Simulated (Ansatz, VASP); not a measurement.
## Cu: VASP beside Ansatz

Contents of INCAR:

```
SYSTEM = Cu
PREC = Accurate
ENCUT = 520
EDIFF = 1E-6
ISMEAR = 0
SIGMA = 0.15
LREAL = .False.
LASPH = .True.
NELM = 80
ALGO = Fast
ISIF = 2
LWAVE = .False.
LCHARG = .False.
GGA = PS
IVDW = 12
NBANDS = 12
```

The input KPOINTS:

```
regular mesh
0
Gamma
  6 26 4
  0 0 0
```

The input POSCAR:

```
Cu
1.0
   11.5683224068      0.0000000000      0.0000013594
    0.0000000000      2.2546350667      0.0000000000
   -4.5948541118      0.0000000000     21.0908630032
Cu
1
Direct
    0.5000000000      0.5000000000      0.5000000000
```

Input for Ansatz:

```yaml
crystal:
  lattice:
    - [11.5683224068, 0.0, 1.3594e-06]
    - [0.0, 2.2546350667, 0.0]
    - [-4.5948541118, 0.0, 21.0908630032]
  atoms:
    - { symbol: Cu, position: [0.5, 0.5, 0.5] }
basis:
  ecutwfc: 420
kpoints:
  mp_grid: { grid: [6, 26, 4] }
hamiltonian:
  xc: pbesol
  dispersion: d3bj
scf:
  occupations: { method: gaussian, width: 0.15 }
output:
  forces: true
  stress: true
  eigenvalues: true
```

Change from the starting cell: strain -0.0300 x Voigt [0, 0, 1, 0, 0, 0], atoms carried along.

Alike in both runs: task single point; functional PBEsol; dispersion D3(BJ); k mesh 6 × 26 × 4; occupations gaussian, width 0.15 eV; no spin polarisation.

```csv
,VASP,Ansatz
version,VASP 6.6.1,Ansatz 0.2.0
potentials or method,"VASP PAW PBE potentials, release 64 (Cu), cutoff 520 eV","scalar-relativistic, plane waves, PAW"
valence electrons in the cell,11,19
```

|  | VASP | Ansatz | Ansatz less VASP |
| --- | --- | --- | --- |
| gap on the k mesh at the Fermi level (eV) | none | none | - |
| pressure (GPa) | 0.0 | 0.0 | -0.01 |

VASP's potentials were made for PBE, not for PBEsol. A gap of «none» marks a metal or a gap that the smearing closes. VASP's potentials hold 11 valence electrons a cell and Ansatz's 19, so a difference there can come from the potentials and not from the codes.
